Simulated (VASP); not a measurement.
# WS2 (k07) (P6_3/mmc) in VASP: single point with PBE+D3(BJ)

Aim: the single point of WS2 (k07) with PBE+D3(BJ).

Everything below comes from runs of VASP 6.6.1. Logs are shortened: lines on timing, memory, paths and dates and some standing lists are left out, and cuts for length are marked.

## 1. The cell of the first run

It takes space group P6_3/mmc (No. 194, hexagonal). The conventional cell has a = 3.154 Å, b = 3.154 Å, c = 12.141 Å, α = 90.00°, β = 90.00°, γ = 120.00°. Within 3.2 Å of W (site symmetry -6m2) lie 6 S at 2.41 Å and 6 W at 3.15 Å. S (site symmetry 3m) has 3 W at 2.41 Å and 7 S at 3.15 Å within 3.2 Å.

## 2. Single point, PBE+D3(BJ)

Input file INCAR:

```
ALGO     = Normal         # electronic algorithm
EDIFF    = 1E-6           # SCF threshold, eV
ENCUT    = 520            # plane-wave cutoff, eV
GGA      = PE             # functional
ISIF     = 2              # what is computed and relaxed
ISMEAR   = 0              # smearing method
IVDW     = 12             # dispersion correction
LASPH    = T              # aspherical terms in the spheres
LCHARG   = F              # write CHGCAR
LREAL    = F              # projectors in reciprocal space
LWAVE    = F              # write WAVECAR
NBANDS   = 35             # bands
NELM     = 80             # most SCF steps
PREC     = Accurate       # precision mode
SIGMA    = 0.02           # smearing width, eV
```

Input file KPOINTS:

```
k-points
0
Gamma
  15 15 4
```

Input file POSCAR:

```
WS2
1.0
    3.1540962585      0.0000000000      0.0000000000
   -1.5770481292      2.7315274858      0.0000000000
    0.0000000000      0.0000000000     12.1409020761
W S
2 4
Direct
    0.3333333333      0.6666666667      0.2500000000
    0.6666666667      0.3333333333      0.7500000000
    0.3333333333      0.6666666667      0.6202956423
    0.6666666667      0.3333333333      0.1202956423
    0.3333333333      0.6666666667      0.8797043577
    0.6666666667      0.3333333333      0.3797043577
```

Potentials or basis: VASP PAW PBE potentials, release 64 (W_sv, S).

Command:

```console
$ cat potpaw_PBE.64/W_sv/POTCAR potpaw_PBE.64/S/POTCAR > POTCAR
$ mpirun -np 1 vasp_std > vasp.out
```

OUTCAR:

```text
EDIFF = 1E-6
   ENCUT = 520
   GGA = PE
   ISIF = 2
   ISMEAR = 0
   IVDW = 12
   LASPH = T
   LREAL = F
   NELM = 80
   PREC = Accurate
 IVDW          = 12

 ion  position               nearest neighbor table
   1  0.333  0.667  0.250-   4 2.41   6 2.41   4 2.41   6 2.41   4 2.41   6 2.41
   2  0.667  0.333  0.750-   3 2.41   5 2.41   3 2.41   5 2.41   3 2.41   5 2.41
   3  0.333  0.667  0.620-   2 2.41   2 2.41   2 2.41
   4  0.667  0.333  0.120-   1 2.41   1 2.41   1 2.41
   5  0.333  0.667  0.880-   2 2.41   2 2.41   2 2.41
   6  0.667  0.333  0.380-   1 2.41   1 2.41   1 2.41

  LATTYP: Found a hexagonal cell.
 ALAT       =     3.1540962585
 C/A-ratio  =     3.8492490657

  Lattice vectors:

 A1 = (   3.1540962585,   0.0000000000,   0.0000000000)
 A2 = (  -1.5770481292,   2.7315274858,   0.0000000000)
 A3 = (   0.0000000000,   0.0000000000,  12.1409020761)

Analysis of symmetry for initial positions (statically):
=====================================================================
 Subroutine PRICEL returns:
 Original cell was already a primitive cell.

 Routine SETGRP: Setting up the symmetry group for a
 hexagonal supercell.

 Subroutine GETGRP returns: Found 24 space group operations
 (whereof 12 operations were pure point group operations)
 out of a pool of 24 trial point group operations.

The static configuration has the point symmetry D_3d.
 The point group associated with its full space group is D_6h.

Analysis of symmetry for dynamics (positions and initial velocities):
=====================================================================
 Subroutine PRICEL returns:
 Original cell was already a primitive cell.

 Routine SETGRP: Setting up the symmetry group for a
 hexagonal supercell.

 Subroutine GETGRP returns: Found 24 space group operations
 (whereof 12 operations were pure point group operations)
 out of a pool of 24 trial point group operations.

The dynamic configuration has the point symmetry D_3d.
 The point group associated with its full space group is D_6h.

 Subroutine INISYM returns: Found 24 space group operations
 (whereof 12 operations are pure point group operations),
 and found     1 'primitive' translations

----------------------------------------------------------------------------------------

                                     Primitive cell

  volume of cell :     104.5999

  direct lattice vectors                    reciprocal lattice vectors
     3.154096259  0.000000000  0.000000000     0.317048028  0.183047765  0.000000000
    -1.577048129  2.731527486  0.000000000     0.000000000  0.366095529  0.000000000
     0.000000000  0.000000000 12.140902076     0.000000000  0.000000000  0.082366203

  length of vectors
     3.154096259  3.154096258 12.140902076     0.366095529  0.366095529  0.082366203

  position of ions in fractional coordinates (direct lattice)
     0.333333333  0.666666667  0.250000000
     0.666666667  0.333333333  0.750000000
     0.333333333  0.666666667  0.620295642
     0.666666667  0.333333333  0.120295642
     0.333333333  0.666666667  0.879704358
     0.666666667  0.333333333  0.379704358

  ion indices of the primitive-cell ions
   primitive index   ion index
                 1           1
                 2           2
                 3           3
                 4           4
                 5           5
                 6           6

----------------------------------------------------------------------------------------

 KPOINTS: k-points

Automatic generation of k-mesh.
 Grid dimensions read from file:
 generate k-points for:   15   15    4

 Generating k-lattice:

  Cartesian coordinates                     Fractional coordinates (reciprocal lattice)
     0.021136535  0.012203184  0.000000000     0.066666667  0.000000000  0.000000000
     0.000000000  0.024406369  0.000000000     0.000000000  0.066666667  0.000000000
     0.000000000  0.000000000  0.020591551     0.000000000  0.000000000  0.250000000

  Length of vectors
     0.024406369  0.024406369  0.020591551

  Shift w.r.t. Gamma in fractional coordinates (k-lattice)
     0.000000000  0.000000000  0.000000000

 Subroutine IBZKPT returns following result:
 ===========================================

 Found     81 irreducible k-points:

 Following reciprocal coordinates:
            Coordinates               Weight
  0.000000  0.000000  0.000000      1.000000
  0.066667 -0.000000  0.000000      6.000000
  0.133333  0.000000  0.000000      6.000000
  0.200000 -0.000000  0.000000      6.000000
  0.266667  0.000000  0.000000      6.000000
  0.333333 -0.000000  0.000000      6.000000
[... 16 lines left out ...]
  0.333333  0.200000  0.000000     12.000000
  0.400000  0.200000  0.000000      6.000000
 [... further k-points ...]
   k-points           NKPTS =     81   k-points in BZ     NKDIM =     81   number of bands    NBANDS=     35
   number of dos      NEDOS =    301   number of ions     NIONS =      6
   total plane-waves  NPLWV =  51840
   dimension x,y,z NGX =    24 NGY =   24 NGZ =   90
   dimension x,y,z NGXF=    48 NGYF=   48 NGZF=  180
   ions per type =               2   4
   NGX,Y,Z   is equivalent  to a cutoff of  12.65, 12.65, 12.32 a.u.
   NGXF,Y,Z  is equivalent  to a cutoff of  25.30, 25.30, 24.65 a.u.
 SYSTEM =  unknown system
   PREC   = accura    normal or accurate (medium, high low for compatibility)
   ISTART =      0    job   : 0-new  1-cont  2-samecut
   ICHARG =      2    charge: 1-file 2-atom 10-const
   ISPIN  =      1    spin polarized calculation?
   LNONCOLLINEAR =      F non collinear calculations
   LSORBIT =      F    spin-orbit coupling
   LASPH  =      T    aspherical Exc in radial PAW
   ENCUT  =  520.0 eV  38.22 Ry    6.18 a.u.   5.86  5.86 22.57*2*pi/ulx,y,z
   NELM   =     80;   NELMIN=  2; NELMDL= -5     # of ELM steps
   EDIFF  = 0.1E-05   stopping-criterion for ELM
   LREAL  =      F    real-space projection
   EDIFFG = 0.1E-04   stopping-criterion for IOM
   NSW    =      0    number of steps for IOM
   IBRION =     -1    ionic relax: 0-MD 1-quasi-New 2-CG
   NFREE  =      0    steps in history (QN), initial steepest desc. (CG)
   ISIF   =      2    stress and relaxation
   ISYM   =      2    0-nonsym 1-usesym 2-fastsym
   POTIM  = 0.5000    time-step for ionic-motion
   TEBEG  =    0.0;   TEEND  =   0.0 temperature during run
   PSTRESS=    0.0 pullay stress
   NELECT =      52.0000    total number of electrons
   NUPDOWN=      -1.0000    fix difference up-down
   EMIN   =  10.00;   EMAX   =-10.00  energy-range for DOS
   EFERMI =   0.00;   METHOD = LEGACY
   ISMEAR =     0;   SIGMA  =   0.02  broadening in eV -4-tet -1-fermi 0-gaus
   EFERMI_NEDOS =   21; number of points for ismear=-14 and -15
   IALGO  =     38    algorithm
   IMIX   =      4    mixing-type and parameters
     AMIX     =   0.40;   BMIX     =  1.00
     AMIX_MAG =   1.60;   BMIX_MAG =  1.00
  volume/ion in A,a.u.               =      17.43       117.65
  Fermi-wavevector in a.u.,A,eV,Ry     =   1.296877  2.450742 22.883502  1.681890
  Thomas-Fermi vector in A             =   2.428305
   LORBIT       =      0    0 simple, 1 ext, 2 COOP (PROOUT), +10 PAW based schemes
   GGA     = PE    functional components
   LHFCALC =     F    Hartree Fock is set to
   AEXX    =    0.0000 exact exchange contribution
   IVDW    =    12    specifies the selected vdW correction
   LEPSILON=     F    determine dielectric tensor
   LRPA    =     F    only Hartree local field effects (RPA)
 non-spin polarized calculation
 Gauss-broadening in eV      SIGMA  =   0.02
  energy-cutoff  :      520.00
  volume of cell :      104.60
 maximum number of plane-waves:      2838
 NGX is ok and might be reduce to    24
   NGX = 11   NGY = 11   NGZ = 45

 number of electron      51.9999998 magnetization

 Free energy of the ion-electron system (eV)
  ---------------------------------------------------
  ext. energy  EPLUGINS =         0.00000000
  ---------------------------------------------------
  free energy    TOTEN  =       -47.18922674 eV

  energy without entropy =      -47.18922674  energy(sigma->0) =      -47.18922674

 E-fermi :   7.9981     XC(G=0): -11.0784

 val. band max:        7.7306446233   @ k =   0.0000   0.0000   0.0000
 cond. band min:       8.6774959521   @ k =   0.2000   0.1333   0.0000
 fundamental gap:      0.9468513288
 Fermi energy:         7.9980640429

 k-point     1 :       0.0000    0.0000    0.0000
  band No.  band energies     occupation
      1     -66.9190      2.00000
      2     -66.9190      2.00000
      3     -31.1764      2.00000
      4     -31.1764      2.00000
      5     -30.9984      2.00000
      6     -30.9984      2.00000
[... 27 lines left out ...]
     34      10.2430      0.00000
     35      12.4902      0.00000

 k-point     2 :       0.0667   -0.0000    0.0000
  band No.  band energies     occupation
      1     -66.9182      2.00000
      2     -66.9182      2.00000
      3     -31.1735      2.00000
      4     -31.1735      2.00000
      5     -31.0146      2.00000
      6     -31.0146      2.00000
[... 27 lines left out ...]
     34      10.1833      0.00000
     35      12.8516      0.00000

 k-point     3 :       0.1333    0.0000    0.0000
  band No.  band energies     occupation
      1     -66.9159      2.00000
      2     -66.9158      2.00000
      3     -31.1653      2.00000
      4     -31.1652      2.00000
      5     -31.0601      2.00000
      6     -31.0601      2.00000
[... 27 lines left out ...]
     34      10.5562      0.00000
     35      13.6936      0.00000

 k-point     4 :       0.2000   -0.0000    0.0000
  band No.  band energies     occupation
      1     -66.9124      2.00000
      2     -66.9124      2.00000
      3     -31.1531      2.00000
      4     -31.1531      2.00000
      5     -31.1265      2.00000
      6     -31.1265      2.00000
[... 27 lines left out ...]
     34      11.0291      0.00000
     35      14.4028      0.00000

 k-point     5 :       0.2667    0.0000    0.0000
  band No.  band energies     occupation
      1     -66.9085      2.00000
      2     -66.9085      2.00000
      3     -31.2018      2.00000
      4     -31.2018      2.00000
      5     -31.1391      2.00000
      6     -31.1391      2.00000
[... 638 lines left out ...]
 k-point    22 :       0.2667    0.2000    0.0000
  band No.  band energies     occupation
      1     -66.9011      2.00000
      2     -66.9011      2.00000
      3     -31.2915      2.00000
      4     -31.2915      2.00000
      5     -31.1316      2.00000
      6     -31.1316      2.00000
[... 27 lines left out ...]
     34      12.5997      0.00000
     35      13.6220      0.00000

 k-point    23 :       0.3333    0.2000    0.0000
  band No.  band energies     occupation
      1     -66.8992      2.00000
      2     -66.8992      2.00000
      3     -31.3127      2.00000
      4     -31.3127      2.00000
      5     -31.1543      2.00000
      6     -31.1543      2.00000
[... 27 lines left out ...]
     34      12.6684      0.00000
     35      13.0948      0.00000

 k-point    24 :       0.4000    0.2000    0.0000
  band No.  band energies     occupation
      1     -66.8985      2.00000
      2     -66.8985      2.00000
      3     -31.3198      2.00000
      4     -31.3198      2.00000
      5     -31.1626      2.00000
      6     -31.1626      2.00000
[... 27 lines left out ...]
     34      12.6717      0.00000
     35      13.0738      0.00000

 [... further k-points ...]

------------------------ aborting loop because EDIFF is reached ----------------------------------------

 Edisp (eV)   -2.61074

 E8    (eV) :    -1.0971

  FORCE on cell =-STRESS in cart. coord.  units (eV):
  Direction    XX          YY          ZZ          XY          YZ          ZX
  --------------------------------------------------------------------------------------
  -------------------------------------------------------------------------------------
  Total      -0.02403    -0.02403    -0.02699    -0.00000     0.00000     0.00000
  in kB      -0.36807    -0.36807    -0.41337    -0.00000     0.00000     0.00000
  external pressure =       -0.38 kB  Pullay stress =        0.00 kB

 VOLUME and BASIS-vectors are now :
 -----------------------------------------------------------------------------
  energy-cutoff  :      520.00
  volume of cell :      104.60
      direct lattice vectors                 reciprocal lattice vectors
     3.154096259  0.000000000  0.000000000     0.317048028  0.183047765  0.000000000
    -1.577048129  2.731527486  0.000000000     0.000000000  0.366095529  0.000000000
     0.000000000  0.000000000 12.140902076     0.000000000  0.000000000  0.082366203

 POSITION                                       TOTAL-FORCE (eV/Angst)
 -----------------------------------------------------------------------------------
     -0.00000      1.82102      3.03523         0.000000      0.000000     -0.000000
      1.57705      0.91051      9.10568        -0.000000     -0.000000     -0.000000
     -0.00000      1.82102      7.53095        -0.000000      0.000000     -0.002049
      1.57705      0.91051      1.46050         0.000000     -0.000000     -0.002049
     -0.00000      1.82102     10.68040        -0.000000      0.000000      0.002049
      1.57705      0.91051      4.60995         0.000000     -0.000000      0.002049
 -----------------------------------------------------------------------------------
    total drift:                                0.000000     -0.000000      0.000000

  FREE ENERGIE OF THE ION-ELECTRON SYSTEM (eV)
  ---------------------------------------------------
  free  energy   TOTEN  =       -49.7999623927 eV

  energy  without entropy=      -49.7999623927  energy(sigma->0) =      -49.79996239
```

It took 4.8 min on 1 thread of Intel Xeon 6975P-C, shared host; peak memory 0.39 GiB.

What came out:

- Free energy: -49.8000 eV
- Pressure: 0.0 GPa
- Band gap on the k mesh: 0.95 eV, indirect (least direct gap 1.83 eV)
- Dispersion energy per atom: -0.435 eV

Forces in eV/Å, atoms in the order of the input:
```
W    0.000  0.000  0.000
W    0.000  0.000  0.000
S    0.000  0.000 -0.002
S    0.000  0.000 -0.002
S    0.000  0.000  0.002
S    0.000  0.000  0.002
```

Caveat: spin-orbit coupling is left out, which moves the levels of the heavy elements. Expect the measured gap to be larger: semilocal functionals such as PBE lack the derivative discontinuity.
